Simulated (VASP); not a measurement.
Y, 2 atoms in the cell. Symmetry: P6_3/mmc, No. 194, hexagonal system. Conventional cell: a = 3.592 Å, b = 3.592 Å, c = 5.614 Å, α = 90.00°, β = 90.00°, γ = 120.00°. Y (site symmetry -6m2) has 12 Y at 3.49 to 3.59 Å within 4.6 Å. 

```yaml
Program: VASP 6.6.1
Task: single point
Functional: PBEsol
Potentials_or_basis: VASP PAW PBE potentials, release 64 (Y_sv)
Cutoff: 520 eV
k_mesh: 16 × 16 × 8
Occupations: fermi-dirac, width 0.1 eV
Spin: no spin polarisation
Dipole_correction: no
Further_INCAR_settings: ALGO = Normal; EDIFF = 1e-07; NBANDS = 18
```

Potentials or basis: VASP PAW PBE potentials, release 64 (Y_sv).

Run with:

```bash
$ cat potpaw_PBE.64/Y_sv/POTCAR > POTCAR
$ mpirun -np 1 vasp_std > vasp.out
```

Hardware: 1 thread of Intel Xeon 8259CL, on a shared host.

Estimate the wall time of this run.

It took 4.2 min on 1 thread of Intel Xeon 8259CL, with other jobs on the host, peak memory 0.3 GiB. Counts: scf iterations 15, k points 150.
